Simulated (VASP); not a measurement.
AlN (CsCl type), 2 atoms in the cell. Symmetry: Pm-3m, No. 221, cubic system. Conventional cell: a = 2.187 Å, b = 2.187 Å, c = 2.187 Å, α = 90.00°, β = 90.00°, γ = 90.00°. Within 2.5 Å of Al (site symmetry m-3m) lie 8 N at 1.89 Å and 6 Al at 2.19 Å. Within 2.5 Å of N (site symmetry m-3m) lie 8 Al at 1.89 Å and 6 N at 2.19 Å. 

| Property | Result |
| --- | --- |
| Program | VASP 6.6.1 |
| Task | single point |
| Functional | PBE |
| Potentials or basis | VASP PAW PBE potentials, release 64 (Al, N) |
| Cutoff | 520 eV |
| k mesh | 16 × 16 × 16 |
| Occupations | fermi-dirac, width 0.1 eV |
| Spin | no spin polarisation |
| Dipole correction | no |
| Further INCAR settings | ALGO = Normal; EDIFF = 1e-06; NBANDS = 11 |

Potentials or basis: VASP PAW PBE potentials, release 64 (Al, N).

Run with:

```console
$ cat potpaw_PBE.64/Al/POTCAR potpaw_PBE.64/N/POTCAR > POTCAR
$ mpirun -np 1 vasp_std > vasp.out
```

Hardware: 1 thread of Intel Xeon 8259CL, with other jobs on the host.

Question: How long does it take, and how much memory?

Answer: Run time: 9 s on 1 thread of Intel Xeon 8259CL, on a shared host, peak memory 0.12 GiB. Counts: scf iterations 12, k points 165.
